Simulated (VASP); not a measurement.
# Bi2Se3 (Paraguanajuatite) (R-3m) in VASP: settings compared, part 2 of 2

VASP 6.6.1.

### Step 3. Single point, LDA

This run uses another cell than the first one, of 28.95 Å³/atom, 1.020 times its volume.

INCAR

```
SYSTEM = Bi2Se3
  ALGO = Normal
  EDIFF = 1E-6
  ENCUT = 520
  ISIF = 2
  ISMEAR = -1
  LASPH = .TRUE.
  LCHARG = .TRUE.
  LELF = .TRUE.
  LREAL = .FALSE.
  LVHAR = .TRUE.
  LWAVE = .FALSE.
  NBANDS = 32
  NELM = 80
  PREC = Accurate
  SIGMA = 0.05
```

KPOINTS

```
k-points
0
G
  8 8 8
  0 0 0
```

POSCAR

```
Bi2Se3
1.0
    2.0852189429      1.2039017179      9.6085493036
   -2.0852189429      1.2039017179      9.6085493036
    0.0000000000     -2.4078034360      9.6085493036
Bi Se
2 3
Direct
    0.5992000000      0.5992000000      0.5992000000
    0.4008000000      0.4008000000      0.4008000000
    0.7883000000      0.7883000000      0.7883000000
    0.2117000000      0.2117000000      0.2117000000
    0.0000000000      0.0000000000      0.0000000000
```

Potentials or basis: VASP PAW LDA potentials, release 64 (Bi_d, Se).

On the command line:

```bash
cat potpaw_LDA.64/Bi_d/POTCAR potpaw_LDA.64/Se/POTCAR > POTCAR
mpirun -np 1 vasp_std > vasp.out
```

OUTCAR:

```text
SYSTEM = Bi2Se3
   EDIFF = 1E-6
   ENCUT = 520
   ISIF = 2
   ISMEAR = -1
   LASPH = .TRUE.
   LREAL = .FALSE.
   NELM = 80
   PREC = Accurate

 ion  position               nearest neighbor table
   1  0.599  0.599  0.599-   4 2.87   4 2.87   4 2.87   5 3.10   5 3.10   5 3.10
   2  0.401  0.401  0.401-   3 2.87   3 2.87   3 2.87   5 3.10   5 3.10   5 3.10
   3  0.788  0.788  0.788-   2 2.87   2 2.87   2 2.87
   4  0.212  0.212  0.212-   1 2.87   1 2.87   1 2.87
   5  0.000  0.000  0.000-   1 3.10   2 3.10   1 3.10   1 3.10   2 3.10   2 3.10

  LATTYP: Found a trigonal (rhomboedric) cell.
 ALAT       =     9.9056416807
 COS(alpha) =     0.9113725833
[... 1041 lines left out ...]
  -------------------------------------------------------------------------------------
  Total       -2.5025734     -2.5025734     -2.5901641      0.0000000      0.0000000      0.0000000
  in kB      -27.7042013    -27.7042013    -28.6738558      0.0000000      0.0000000      0.0000000
  external PRESSURE =     -28.0274195 kB  Pullay stress =       0.0000000 kB

 VOLUME and BASIS-vectors are now :
 -----------------------------------------------------------------------------
  energy-cutoff  :      520.00
  volume of cell :      144.73
      direct lattice vectors                 reciprocal lattice vectors
     2.085218943  1.203901718  9.608549304     0.239782974  0.138438765  0.034691328
    -2.085218943  1.203901718  9.608549304    -0.239782974  0.138438765  0.034691328
     0.000000000 -2.407803436  9.608549304     0.000000000 -0.276877529  0.034691328

 POSITION                                       TOTAL-FORCE (eV/Angst)
 -----------------------------------------------------------------------------------
      0.00000     -0.00000     17.27233         0.000000     -0.000000      0.077540
      0.00000     -0.00000     11.55332         0.000000      0.000000     -0.077540
      0.00000     -0.00000     22.72326         0.000000      0.000000     -0.128252
      0.00000     -0.00000      6.10239         0.000000     -0.000000      0.128252
      0.00000      0.00000      0.00000         0.000000      0.000000      0.000000
 -----------------------------------------------------------------------------------
    total drift:                                0.000000      0.000000     -0.000000

  FREE ENERGIE OF THE ION-ELECTRON SYSTEM (eV)
  ---------------------------------------------------
  free  energy   TOTEN  =       -23.3583361203 eV

  energy  without entropy=      -23.3579688981  energy(sigma->0) =      -23.35815251
```

OSZICAR:

```text
N       E                     dE             d eps       ncg     rms          rms(c)
DAV:   1     0.464737295303E+03    0.46474E+03   -0.22777E+04  4160   0.154E+03
DAV:   2     0.313788241788E+02   -0.43336E+03   -0.41565E+03  4232   0.409E+02
DAV:   3    -0.217424591563E+02   -0.53121E+02   -0.50315E+02  5440   0.150E+02
DAV:   4    -0.241011685332E+02   -0.23587E+01   -0.23453E+01  4560   0.332E+01
DAV:   5    -0.241869625963E+02   -0.85794E-01   -0.85781E-01  5984   0.656E+00    0.517E+00
DAV:   6    -0.233723514665E+02    0.81461E+00   -0.10541E+00  5744   0.737E+00    0.320E+00
DAV:   7    -0.233638438520E+02    0.85076E-02   -0.31012E-01  4584   0.239E+00    0.168E+00
DAV:   8    -0.233592793793E+02    0.45645E-02   -0.38573E-02  4888   0.103E+00    0.501E-01
DAV:   9    -0.233583371018E+02    0.94228E-03   -0.25225E-03  5424   0.366E-01    0.111E-01
DAV:  10    -0.233583288398E+02    0.82620E-05   -0.53624E-04  4880   0.134E-01    0.490E-02
DAV:  11    -0.233583319446E+02   -0.31048E-05   -0.70569E-05  4864   0.542E-02    0.265E-02
DAV:  12    -0.233583365092E+02   -0.45646E-05   -0.28050E-05  4080   0.238E-02    0.823E-03
DAV:  13    -0.233583361203E+02    0.38890E-06   -0.18337E-06  3240   0.105E-02
   1 F= -.23358336E+02 E0= -.23358153E+02  d E =-.367222E-03
```

Wall time 14 min (1 thread of Intel Xeon 6975P-C (Granite Rapids), shared host); peak memory 0.8 GiB.

Results:

| Property | Result |
| --- | --- |
| Free energy | -23.3583 eV |
| Pressure | -2.8 GPa |
| Largest force | 0.128 eV/Å |
| Band gap on the k mesh | 0.10 eV, direct |

Forces in eV/Å, atoms in the order of the input:
```
Bi   0.000  0.000  0.078
Bi   0.000  0.000 -0.078
Se   0.000  0.000 -0.128
Se   0.000  0.000  0.128
Se   0.000  0.000  0.000
```

Stress tensor (GPa, compression positive):
```
-2.77  0.00  0.00
 0.00 -2.77  0.00
 0.00  0.00 -2.87
```

Levels at points of the mesh, in eV from the valence-band top:
| k point | band 21 | band 22 | band 23 | band 24 | band 25 | band 26 | band 27 | band 28 |
| --- | --- | --- | --- | --- | --- | --- | --- | --- |
| (0.00, 0.00, 0.00) | -1.80 | -1.13 | -1.13 | 0.00 | 0.10 | 1.34 | 1.34 | 2.04 |
| (0.50, 0.00, 0.00) | -2.94 | -2.09 | -1.16 | -0.54 | 0.75 | 1.87 | 2.87 | 3.05 |
| (0.50, 0.50, 0.00) | -1.87 | -1.84 | -1.56 | -0.97 | 1.27 | 1.89 | 2.52 | 2.87 |
| (0.50, 0.50, 0.50) | -1.57 | -1.30 | -1.30 | -0.48 | 0.57 | 1.65 | 1.65 | 1.95 |

Caveat: spin-orbit coupling is left out, which moves the levels of the heavy elements. A k mesh can miss the band edges.

### Step 4. Single point, RPBE

This run uses another cell than the first one, of 28.95 Å³/atom, 1.020 times its volume.

INCAR

```
SYSTEM = Bi2Se3
  ALGO = Normal
  EDIFF = 1E-7
  ENCUT = 520
  GGA = RP
  ISIF = 2
  ISMEAR = -1
  LASPH = .True.
  LCHARG = .False.
  LREAL = .False.
  LWAVE = .False.
  NBANDS = 32
  NELM = 80
  PREC = Accurate
  SIGMA = 0.05
```

KPOINTS

```
k-points
0
Gamma
  8 8 8
  0 0 0
```

POSCAR is that of step 3.

Potentials or basis: VASP PAW PBE potentials, release 64 (Bi_d, Se).

On the command line:

```bash
cat potpaw_PBE.64/Bi_d/POTCAR potpaw_PBE.64/Se/POTCAR > POTCAR
mpirun -np 1 vasp_std > vasp.out
```

Wall time 21 min (1 thread of Intel Xeon 6975P-C (Granite Rapids), shared host); peak memory 1 GiB.

Results (log left out):

| Property | Result |
| --- | --- |
| Free energy | -18.4316 eV |
| Pressure | 2.9 GPa |
| Largest force | 0.109 eV/Å |
| Band gap on the k mesh | 0.31 eV, direct |

Forces in eV/Å, atoms in the order of the input:
```
Bi   0.000  0.000  0.109
Bi   0.000  0.000 -0.109
Se   0.000  0.000  0.015
Se   0.000  0.000 -0.015
Se   0.000  0.000  0.000
```

Stress tensor (GPa, compression positive):
```
2.86 0.00 0.00
0.00 2.86 0.00
0.00 0.00 3.01
```

Levels at points of the mesh, in eV from the valence-band top:
```tsv
k point	band 21	band 22	band 23	band 24	band 25	band 26	band 27	band 28
(0.00, 0.00, 0.00)	-1.81	-1.17	-1.17	0.00	0.31	1.44	1.44	2.18
(0.50, 0.00, 0.00)	-2.88	-2.05	-1.19	-0.54	0.92	1.96	3.03	3.13
(0.50, 0.50, 0.00)	-1.82	-1.80	-1.57	-0.97	1.42	2.00	2.59	3.01
(0.50, 0.50, 0.50)	-1.49	-1.33	-1.33	-0.42	0.69	1.74	1.74	2.10
```

Caveat: the PAW data sets were made with another functional, which shifts forces and pressure a little; spin-orbit coupling is left out, which moves the levels of the heavy elements.

### Step 5. Single point, PBE

INCAR

```
ALGO     = Normal         # electronic algorithm
EDIFF    = 1E-6           # SCF threshold, eV
ENCUT    = 520            # plane-wave cutoff, eV
GGA      = PE             # functional
ISIF     = 2              # what is computed and relaxed
ISMEAR   = -1             # smearing method
LASPH    = T              # aspherical terms in the spheres
LCHARG   = F              # write CHGCAR
LREAL    = F              # projectors in reciprocal space
LWAVE    = F              # write WAVECAR
NBANDS   = 32             # bands
NELM     = 100            # most SCF steps
PREC     = Accurate       # precision mode
SIGMA    = 0.05           # smearing width, eV
```

KPOINTS

```
k-points
0
Gamma
  13 13 13
```

Changes to POSCAR since step 4:

```diff
@@ -2,5 +2,5 @@
 1.0
-    2.0852189429      1.2039017179      9.6085493036
-   -2.0852189429      1.2039017179      9.6085493036
-    0.0000000000     -2.4078034360      9.6085493036
+    2.0715000000      1.1959810826      9.5453333333
+   -2.0715000000      1.1959810826      9.5453333333
+    0.0000000000     -2.3919621653      9.5453333333
 Bi Se
```

On the command line:

```bash
cat potpaw_PBE.64/Bi_d/POTCAR potpaw_PBE.64/Se/POTCAR > POTCAR
mpirun -np 1 vasp_std > vasp.out
```

It took 1.6 h on 1 thread of Intel Xeon Platinum 8488C (Sapphire Rapids), shared host; peak memory 1.5 GiB.

It converged, with:

```
Free energy            : -20.1546 eV
Pressure               : 2.6 GPa
Largest force          : 0.166 eV/Å
Band gap on the k mesh : 0.21 eV, direct
```

Forces on the atoms (eV/Å):
```
Bi   0.000  0.000  0.166
Bi   0.000  0.000 -0.166
Se   0.000  0.000  0.164
Se   0.000  0.000 -0.164
Se   0.000  0.000  0.000
```

Levels at points of the mesh, in eV from the valence-band top:
```
           k point  band 20  band 21  band 22  band 23  band 24  band 25  band 26  band 27  band 28  band 29
(0.00, 0.00, 0.00)    -1.87    -1.87    -1.22    -1.22     0.00     0.21     1.39     1.39     2.12     2.71
```

Caveat: spin-orbit coupling is left out, which moves the levels of the heavy elements. A k mesh can miss the band edges.

### Step 6. Overview

| level | potentials or basis | cell | k mesh | gap on the mesh (eV) | pressure (GPa) | largest force (eV/Å) |
| --- | --- | --- | --- | --- | --- | --- |
| PBE exchange alone | VASP PAW PBE potentials, release 64 (Bi_d, Se) | a = 9.840 Å, angles 24.3°, 5 atoms | 8 × 8 × 8 | 0.29 | 12.0 | 0.64 |
| LDA | VASP PAW LDA potentials, release 64 (Bi_d, Se) | a = 9.906 Å, angles 24.3°, 5 atoms | 8 × 8 × 8 | 0.10 | -2.8 | 0.13 |
| RPBE | VASP PAW PBE potentials, release 64 (Bi_d, Se) | a = 9.906 Å, angles 24.3°, 5 atoms | 8 × 8 × 8 | 0.31 | 2.9 | 0.11 |
| PBE | VASP PAW PBE potentials, release 64 (Bi_d, Se) | a = 9.840 Å, angles 24.3°, 5 atoms | 13 × 13 × 13 | 0.21 | 2.6 | 0.17 |

Alike in all rows: task single point; no spin polarisation; cutoff (eV) 520; smearing fermi-dirac 0.05 eV.

Caveats: spin-orbit coupling is left out, which moves the levels of the heavy elements; the PAW data sets were made with another functional, which shifts forces and pressure a little (some runs).

Absolute energies hang on the potentials; compare differences alone.
